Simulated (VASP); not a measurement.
Here is a VASP 6.6.1 calculation.

Contents of INCAR:

```
SYSTEM = BaCaS2
PREC = Accurate
ENCUT = 600
EDIFF = 1E-7
ISMEAR = -1
SIGMA = 0.02
LREAL = .FALSE.
LASPH = .TRUE.
NELM = 100
ALGO = Normal
ISIF = 3
LWAVE = .FALSE.
LCHARG = .FALSE.
GGA = PE
IBRION = 2
NSW = 80
EDIFFG = -0.005
```

KPOINTS

```
regular mesh
0
G
  6 6 6
  0 0 0
```

The input POSCAR:

```
BaCaS2
1.0
    2.1622614726      1.2483822433      7.0619163979
   -2.1622614726      1.2483822433      7.0619163979
    0.0000000000     -2.4967644866      7.0619163979
Ca Ba S
1 1 2
Direct
    1.0000000000      0.0000000000      0.0000000000
    0.5000000000      0.5000000000      0.5000000000
    0.2500000000      0.2500000000      0.2500000000
    0.7500000000      0.7500000000      0.7500000000
```

Potentials or basis: VASP PAW PBE potentials, release 64 (Ca_sv, Ba_sv, S).

Run with:

```sh
$ cat potpaw_PBE.64/Ca_sv/POTCAR potpaw_PBE.64/Ba_sv/POTCAR potpaw_PBE.64/S/POTCAR > POTCAR
$ mpirun -np 1 vasp_std > vasp.out
```

What does it give for the space group after relaxing (to 0.1 Å)?

R-3m (No. 166).

Estimate the band gap on the k mesh.

2.07 eV (least direct gap 2.52 eV).

Predict the relaxed volume.

28.26 Å³/atom.

Estimate the relaxed cell.

a = 7.485 Å, b = 7.485 Å, c = 7.485 Å, α = 33.38°, β = 33.38°, γ = 33.38°.

Final structure:
```xyz
4
Lattice="2.1497 1.2411 7.0619 -2.1497 1.2411 7.0619 0.0000 -2.4823 7.0619" Properties=species:S:1:pos:R:3 pbc="T T T"
Ca    0.0000    0.0000    0.0000
Ba    0.0000    0.0000   10.5928
S     0.0000    0.0000    5.4915
S     0.0000    0.0000   15.6941
```

Caveat: spin-orbit coupling is left out, which moves the levels of the heavy elements. A k mesh can miss the band edges.
